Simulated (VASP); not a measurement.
# AlN: single point with LDA

The system is AlN.

```xyz
4
Lattice="3.0887 0.0000 0.0000 -1.5444 2.6749 0.0000 0.0000 0.0000 4.9438" Properties=species:S:1:pos:R:3 pbc="T T T"
Al   -0.0860    1.6973    0.0075
Al    1.6304    0.9776    2.4794
N     0.0767    1.8600    1.8958
N     1.4676    0.8149    4.3677
```

This cell differs from its parent crystal: atoms displaced along a vibrational mode.

| Quantity | Value |
| --- | --- |
| Program | VASP 6.6.1 |
| Task | single point |
| Functional | LDA |
| Potentials or basis | VASP PAW LDA potentials, release 64 (Al, N) |
| Cutoff | 520 eV |
| k mesh | 9 × 9 × 6 |
| Occupations | gaussian, width 0.05 eV |
| Spin | no spin polarisation |

```
Pressure               : 0.2 GPa
Largest force          : 0.749 eV/Å
Band gap on the k mesh : 4.24 eV
```

Forces in eV/Å, atoms in the order of the input:
```
Al   0.558  0.488  0.105
Al  -0.558 -0.488  0.105
N   -0.195 -0.225 -0.105
N    0.195  0.225 -0.105
```

Stress tensor (GPa, compression positive):
```
-0.36 -1.05  0.00
-1.05  0.21  0.00
 0.00  0.00  0.67
```

Levels at points of the mesh, in eV from the valence-band top:
```tsv
k point	band 5	band 6	band 7	band 8	band 9	band 10	band 11	band 12
(0.00, 0.00, 0.00)	-0.93	-0.53	-0.13	0.00	4.24	6.60	10.35	10.54
(0.00, 0.00, 0.50)	-0.71	-0.71	-0.60	-0.60	6.42	6.42	10.15	10.15
```

Wall time 100 s on 1 thread of Intel Xeon 8259CL (shared host), peak memory 0.2 GiB.

Caveat: the cell differs from its parent crystal (atoms displaced along a vibrational mode); an odd mesh through Γ misses points on the zone boundary, where band edges can lie.
